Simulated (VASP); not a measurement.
# SiC in VASP: further runs

SiC is run at these levels: LDA; tasks: single point.

Everything below comes from runs of VASP 6.6.1. Logs are shortened: lines on timing, memory, paths and dates and some standing lists are left out, and cuts for length are marked.

## (1) The cell of the first run

It takes space group I-4m2 (No. 119, tetragonal). The conventional cell has a = 3.092 Å, b = 3.092 Å, c = 4.298 Å, α = 90.00°, β = 90.00°, γ = 90.00°. Within 2.5 Å of Si (site symmetry -4m2) lie 4 C at 1.88 Å. C (site symmetry -4m2) has 4 Si at 1.88 Å within 2.5 Å.

## (2) Single point, LDA (film at in-plane strain +0.01)

Input file INCAR:

```
SYSTEM = SiC
PREC = Accurate ; ENCUT = 520
EDIFF = 1E-7 ; ISMEAR = 0
SIGMA = 0.01 ; LREAL = .FALSE.
LASPH = .TRUE. ; NELM = 80
ALGO = Normal ; ISIF = 2
LWAVE = .FALSE. ; LCHARG = .FALSE.
GGA = CA ; NBANDS = 11
```

Input file KPOINTS:

```
regular mesh
0
G
  10 10 10
  0 0 0
```

Input file POSCAR:

```
SiC
1.0
    2.1861302415      2.1861302415      0.0000000000
   -2.1861302415      2.1861302415      0.0000000000
    0.0000000000      2.1861302415      2.1490060210
Si C
1 1
Direct
    0.0000000000      0.0000000000      0.0000000000
    0.7500000000      0.2500000000      0.5000000000
```

Potentials or basis: VASP PAW LDA potentials, release 64 (Si, C).

On the command line:

```console
> cat potpaw_LDA.64/Si/POTCAR potpaw_LDA.64/C/POTCAR > POTCAR
> mpirun -np 1 vasp_std > vasp.out
```

OUTCAR:

```text
SYSTEM = SiC
   PREC = Accurate
   ENCUT = 520
   EDIFF = 1E-7
   ISMEAR = 0
   LREAL = .FALSE.
   LASPH = .TRUE.
   NELM = 80
   ISIF = 2
   GGA = CA

 ion  position               nearest neighbor table
   1  0.000  0.000  0.000-   2 1.88   2 1.88   2 1.88   2 1.88
   2  0.750  0.250  0.500-   1 1.88   1 1.88   1 1.88   1 1.88

  LATTYP: Found a body centered tetragonal cell.
 ALAT       =     3.0916550366
 C/A-ratio  =     1.3901978038

  Lattice vectors:

 A1 = (   2.1861302415,   0.0000000000,  -2.1490060210)
 A2 = (  -2.1861302415,   0.0000000000,  -2.1490060210)
 A3 = (   0.0000000000,   2.1861302415,   2.1490060210)

Analysis of symmetry for initial positions (statically):
=====================================================================
 Subroutine PRICEL returns:
 Original cell was already a primitive cell.

 Routine SETGRP: Setting up the symmetry group for a
 body centered tetragonal supercell.

 Subroutine GETGRP returns: Found  8 space group operations
 (whereof  8 operations were pure point group operations)
 out of a pool of 16 trial point group operations.

The static configuration has the point symmetry D_2d.

Analysis of symmetry for dynamics (positions and initial velocities):
=====================================================================
 Subroutine PRICEL returns:
 Original cell was already a primitive cell.

 Routine SETGRP: Setting up the symmetry group for a
 body centered tetragonal supercell.

 Subroutine GETGRP returns: Found  8 space group operations
 (whereof  8 operations were pure point group operations)
 out of a pool of 16 trial point group operations.

The dynamic configuration has the point symmetry D_2d.

 Subroutine INISYM returns: Found  8 space group operations
 (whereof  8 operations are pure point group operations),
 and found     1 'primitive' translations

----------------------------------------------------------------------------------------

                                     Primitive cell

  volume of cell :      20.5409

  direct lattice vectors                    reciprocal lattice vectors
     2.186130241  2.186130241  0.000000000     0.228714644  0.228714644 -0.232665705
    -2.186130241  2.186130241  0.000000000    -0.228714644  0.228714644 -0.232665705
     0.000000000  2.186130241  2.149006021     0.000000000  0.000000000  0.465331409

  length of vectors
     3.091655037  3.091655037  3.065516647     0.398439590  0.398439590  0.465331409

  position of ions in fractional coordinates (direct lattice)
     0.000000000  0.000000000  0.000000000
     0.750000000  0.250000000  0.500000000

[... 81 lines left out ...]
   NFREE  =      0    steps in history (QN), initial steepest desc. (CG)
   ISIF   =      2    stress and relaxation
   ISYM   =      2    0-nonsym 1-usesym 2-fastsym
   POTIM  = 0.5000    time-step for ionic-motion
   TEBEG  =    0.0;   TEEND  =   0.0 temperature during run
   PSTRESS=    0.0 pullay stress
   NELECT =       8.0000    total number of electrons
   NUPDOWN=      -1.0000    fix difference up-down
   EMIN   =  10.00;   EMAX   =-10.00  energy-range for DOS
   EFERMI =   0.00;   METHOD = LEGACY
   ISMEAR =     0;   SIGMA  =   0.01  broadening in eV -4-tet -1-fermi 0-gaus
   EFERMI_NEDOS =   21; number of points for ismear=-14 and -15
   IALGO  =     38    algorithm
   IMIX   =      4    mixing-type and parameters
     AMIX     =   0.40;   BMIX     =  1.00
     AMIX_MAG =   1.60;   BMIX_MAG =  1.00
  volume/ion in A,a.u.               =      10.27        69.31
  Fermi-wavevector in a.u.,A,eV,Ry     =   1.195542  2.259247 19.447097  1.429321
  Thomas-Fermi vector in A             =   2.331505
   LORBIT       =      0    0 simple, 1 ext, 2 COOP (PROOUT), +10 PAW based schemes
   GGA     = CA    functional components
   LHFCALC =     F    Hartree Fock is set to
   AEXX    =    0.0000 exact exchange contribution
   IVDW    =     0    specifies the selected vdW correction
   LEPSILON=     F    determine dielectric tensor
   LRPA    =     F    only Hartree local field effects (RPA)
 non-spin polarized calculation
 Gauss-broadening in eV      SIGMA  =   0.01
  energy-cutoff  :      520.00
  volume of cell :       20.54
 maximum number of plane-waves:       562
   NGX = 11   NGY = 11   NGZ = 11

 number of electron       8.0000001 magnetization

 Free energy of the ion-electron system (eV)
  ---------------------------------------------------
  ext. energy  EPLUGINS =         0.00000000
  ---------------------------------------------------
  free energy    TOTEN  =       -16.63775015 eV

  energy without entropy =      -16.63775015  energy(sigma->0) =      -16.63775015

 E-fermi :   8.2978     XC(G=0): -11.5879

 val. band max:        8.2219887307   @ k =   0.0000   0.0000   0.0000
 cond. band min:       9.3407451220   @ k =   0.0000   0.0000   0.5000
 fundamental gap:      1.1187563913
 Fermi energy:         8.2978340976

 k-point     1 :       0.0000    0.0000    0.0000
  band No.  band energies     occupation
      1      -7.2273      2.00000
      2       8.1089      2.00000
      3       8.1089      2.00000
      4       8.2220      2.00000
      5      14.5223      0.00000
      6      15.3586      0.00000
      7      15.4048      0.00000
      8      15.4048      0.00000
      9      22.3886      0.00000
     10      22.8926      0.00000
     11      24.4313      0.00000
[... 309 lines left out ...]
 k-point    24 :       0.4000    0.3000    0.0000
  band No.  band energies     occupation
      1      -2.4247      2.00000
      2       0.7479      2.00000
      3       2.8261      2.00000
      4       5.8841      2.00000
      5      11.7735      0.00000
      6      16.8554      0.00000
      7      18.9484      0.00000
      8      19.5203      0.00000
      9      21.2977      0.00000
     10      23.5980      0.00000
     11      29.3915      0.00000

 [... further k-points ...]
[... 5 lines left out ...]
  --------------------------------------------------------------------------------------
  -------------------------------------------------------------------------------------
  Total       -0.5005245     -0.5005245      0.0502944      0.0000000     -0.0000000      0.0000000
  in kB      -39.0405770    -39.0405770      3.9229327      0.0000000     -0.0000000      0.0000000
  external PRESSURE =     -24.7194071 kB  Pullay stress =       0.0000000 kB

 VOLUME and BASIS-vectors are now :
 -----------------------------------------------------------------------------
  energy-cutoff  :      520.00
  volume of cell :       20.54
      direct lattice vectors                 reciprocal lattice vectors
     2.186130241  2.186130241  0.000000000     0.228714644  0.228714644 -0.232665705
    -2.186130241  2.186130241  0.000000000    -0.228714644  0.228714644 -0.232665705
     0.000000000  2.186130241  2.149006021     0.000000000  0.000000000  0.465331409

 POSITION                                       TOTAL-FORCE (eV/Angst)
 -----------------------------------------------------------------------------------
      0.00000      0.00000      0.00000         0.000000      0.000000      0.000000
      1.09307      3.27920      1.07450        -0.000000     -0.000000      0.000000
 -----------------------------------------------------------------------------------
    total drift:                               -0.000000      0.000000     -0.000000

  FREE ENERGIE OF THE ION-ELECTRON SYSTEM (eV)
  ---------------------------------------------------
  free  energy   TOTEN  =       -16.6377501505 eV

  energy  without entropy=      -16.6377501505  energy(sigma->0) =      -16.63775015
```

stdout:

```text
POSCAR found type information on POSCAR SiC
 POSCAR found :  2 types and       2 ions
 scaLAPACK will be used
 LDA part: xc-table for (Slater(with rela. corr.)+CA(PZ))
 , standard interpolation
 POSCAR, INCAR and KPOINTS ok, starting setup
 FFT: planning ... GRIDC
 FFT: planning ... GRID_SOFT
 FFT: planning ... GRID
 WAVECAR not read
 entering main loop
```

Wall time 6.1 s (1 thread of Intel Xeon 6975P-C (Granite Rapids), shared host); peak memory 0.13 GiB.

What came out:

* Free energy: -16.6378 eV
* Pressure: -2.5 GPa
* Band gap on the k mesh: 1.12 eV, indirect (least direct gap 4.48 eV)

Stress tensor (GPa, compression positive):
```
-3.90  0.00  0.00
 0.00 -3.90  0.00
 0.00  0.00  0.39
```

Levels at points of the mesh, in eV from the valence-band top:
```csv
k point,band 1,band 2,band 3,band 4,band 5,band 6,band 7,band 8,band 9
"(0.00, 0.00, 0.00)",-15.45,-0.11,-0.11,0.00,6.30,7.14,7.18,7.18,14.17
"(0.50, 0.00, 0.00)",-11.80,-8.67,-1.23,-1.03,5.35,6.95,7.24,9.89,15.91
"(0.50, 0.50, 0.00)",-10.36,-7.98,-3.23,-3.21,1.28,4.24,13.59,14.12,14.47
"(0.00, 0.00, 0.50)",-10.22,-7.77,-3.41,-3.41,1.12,3.94,13.79,13.79,14.75
```

Caveat: the cell differs from its parent crystal (film at in-plane strain +0.01).

## (3) Single point, LDA

This run uses another cell than the first one, of 10.14 Å³/atom, 0.987 times its volume.

Input file INCAR:

```
SYSTEM = SiC
  PREC = Accurate
  ENCUT = 520
  EDIFF = 1E-6
  ISMEAR = -1
  SIGMA = 0.08
  LREAL = .False.
  LASPH = .True.
  NELM = 100
  ALGO = Normal
  ISIF = 2
  LWAVE = .False.
  LCHARG = .False.
  NBANDS = 11
```

Input file KPOINTS:

```
regular mesh
0
Gamma
  14 14 14
  0 0 0
```

Input file POSCAR:

```
SiC
1.0
    2.1644853876      2.1644853876      0.0000000000
   -2.1644853876      2.1644853876      0.0000000000
    0.0000000000      2.1644853876      2.1644853876
Si C
1 1
Direct
    0.0000000000      0.0000000000      0.0000000000
    0.7500000000      0.2500000000      0.5000000000
```

Potentials or basis: VASP PAW LDA potentials, release 64 (Si, C).

On the command line:

```console
> cat potpaw_LDA.64/Si/POTCAR potpaw_LDA.64/C/POTCAR > POTCAR
> mpirun -np 1 vasp_std > vasp.out
```

Wall time 5.3 s (1 thread of Intel Xeon 6975P-C (Granite Rapids), shared host); peak memory 0.13 GiB.

The run converged. Its results:

```yaml
Free_energy: -16.6427 eV
Pressure: 0.4 GPa
Band_gap_on_the_k_mesh: 1.29 eV, indirect (least direct gap 4.52 eV)
```

Levels at points of the mesh, in eV from the valence-band top:
| k point | band 1 | band 2 | band 3 | band 4 | band 5 | band 6 | band 7 | band 8 | band 9 |
| --- | --- | --- | --- | --- | --- | --- | --- | --- | --- |
| (0.00, 0.00, 0.00) | -15.47 | 0.00 | 0.00 | 0.00 | 6.53 | 7.33 | 7.33 | 7.33 | 14.58 |
| (0.50, 0.00, 0.00) | -11.78 | -8.67 | -1.06 | -1.06 | 5.57 | 7.21 | 7.21 | 10.03 | 16.18 |
| (0.50, 0.50, 0.00) | -10.28 | -7.88 | -3.23 | -3.23 | 1.29 | 4.26 | 14.06 | 14.06 | 14.82 |

A k mesh can miss the band edges. LDA gaps usually lie below the measured ones, often by a third to a half.

## (4) Single point, LDA (in-plane strain +0.02, then relaxed in part)

Input file INCAR:

```
SYSTEM = SiC
  ALGO = Normal
  EDIFF = 1E-6
  ENCUT = 520
  GGA = CA
  ISIF = 2
  ISMEAR = 0
  LASPH = .TRUE.
  LCHARG = .FALSE.
  LREAL = .FALSE.
  LWAVE = .FALSE.
  NBANDS = 11
  NELM = 100
  PREC = Accurate
  SIGMA = 0.01
```

Input file KPOINTS:

```
k-points
0
G
  10 10 10
  0 0 0
```

Input file POSCAR:

```
SiC
1.0
    2.2077750954      2.2077750954      0.0000000000
   -2.2077750954      2.2077750954      0.0000000000
    0.0000000000      2.2077750954      2.1331587021
Si C
1 1
Direct
    0.0000000000      0.0000000000      0.0000000000
    0.7500000000      0.2500000000      0.5000000000
```

On the command line:

```console
> cat potpaw_LDA.64/Si/POTCAR potpaw_LDA.64/C/POTCAR > POTCAR
> mpirun -np 1 vasp_std > vasp.out
```

It took 5.4 s on 1 thread of Intel Xeon 6975P-C (Granite Rapids), shared host; peak memory 0.13 GiB.

Results (log left out):

| Property | Result |
| --- | --- |
| Free energy | -16.6224 eV |
| Pressure | -5.2 GPa |
| Band gap on the k mesh | 0.96 eV, indirect (least direct gap 4.45 eV) |

Stress tensor (GPa, compression positive):
```
-7.92  0.00  0.00
 0.00 -7.92  0.00
 0.00  0.00  0.38
```

Levels at points of the mesh, in eV from the valence-band top:
```csv
k point,band 1,band 2,band 3,band 4,band 5,band 6,band 7,band 8,band 9
"(0.00, 0.00, 0.00)",-15.43,-0.22,-0.22,0.00,6.08,6.95,7.04,7.04,13.77
"(0.50, 0.00, 0.00)",-11.82,-8.68,-1.40,-1.00,5.10,6.71,7.32,9.76,15.60
"(0.50, 0.50, 0.00)",-10.44,-8.09,-3.23,-3.18,1.27,4.22,13.14,14.12,14.17
"(0.00, 0.00, 0.50)",-10.17,-7.66,-3.57,-3.57,0.96,3.62,13.52,13.52,14.68
```

Caveat: the cell differs from its parent crystal (in-plane strain +0.02, then relaxed in part). A k mesh can miss the band edges.

## (5) Single point, LDA (in-plane strain +0.02)

Input file INCAR:

```
PREC = Accurate
ENCUT = 520
EDIFF = 1E-6
ISMEAR = 0
SIGMA = 0.01
LREAL = False
LASPH = True
NELM = 60
ALGO = Normal
ISIF = 2
LWAVE = False
LCHARG = False
NBANDS = 11
```

Input file KPOINTS:

```
regular mesh
0
Gamma
  10 10 10
```

Changes to POSCAR since step 4:

```diff
@@ -4,3 +4,3 @@
    -2.2077750954      2.2077750954      0.0000000000
-    0.0000000000      2.2077750954      2.1331587021
+    0.0000000000      2.2077750954      2.1385115630
 Si C
```

On the command line:

```console
> cat potpaw_LDA.64/Si/POTCAR potpaw_LDA.64/C/POTCAR > POTCAR
> mpirun -np 1 vasp_std > vasp.out
```

It took 5.3 s on 1 thread of Intel Xeon 6975P-C (Granite Rapids), shared host; peak memory 0.13 GiB.

Results (log left out):

```yaml
Free_energy: -16.6224 eV
Pressure: -5.7 GPa
Band_gap_on_the_k_mesh: 0.99 eV, indirect (least direct gap 4.45 eV)
```

Stress tensor (GPa, compression positive):
```
-8.24  0.00  0.00
 0.00 -8.24  0.00
 0.00  0.00 -0.50
```

Levels at points of the mesh, in eV from the valence-band top:
```csv
k point,band 1,band 2,band 3,band 4,band 5,band 6,band 7,band 8,band 9
"(0.00, 0.00, 0.00)",-15.40,-0.20,-0.20,0.00,6.06,6.95,7.04,7.04,13.80
"(0.50, 0.00, 0.00)",-11.80,-8.65,-1.38,-1.01,5.10,6.73,7.28,9.75,15.60
"(0.50, 0.50, 0.00)",-10.41,-8.06,-3.22,-3.18,1.28,4.21,13.15,14.11,14.12
"(0.00, 0.00, 0.50)",-10.16,-7.66,-3.54,-3.54,0.99,3.66,13.51,13.51,14.63
```

Caveat: the cell differs from its parent crystal (in-plane strain +0.02). A k mesh can miss the band edges.

## (6) The runs side by side

```tsv
cell	k mesh	smearing	gap on the mesh (eV)	pressure (GPa)
a = 3.092, b = 3.092, c = 3.066 Å, angles 59.7, 59.7, 90.0°, 2 atoms	10 × 10 × 10	gaussian 0.01 eV	1.12	-2.5
a = 3.061 Å, angles 60.0, 60.0, 90.0°, 2 atoms	14 × 14 × 14	fermi-dirac 0.08 eV	1.29	0.4
a = 3.122, b = 3.122, c = 3.070 Å, angles 59.4, 59.4, 90.0°, 2 atoms	10 × 10 × 10	gaussian 0.01 eV	0.96	-5.2
a = 3.122, b = 3.122, c = 3.074 Å, angles 59.5, 59.5, 90.0°, 2 atoms	10 × 10 × 10	gaussian 0.01 eV	0.99	-5.7
```

Alike in all rows: task single point; level LDA; potentials or basis VASP PAW LDA potentials, release 64 (Si, C); no spin polarisation; cutoff (eV) 520.

Total energies depend on the potentials used, so only differences within one code and one set of settings carry meaning.
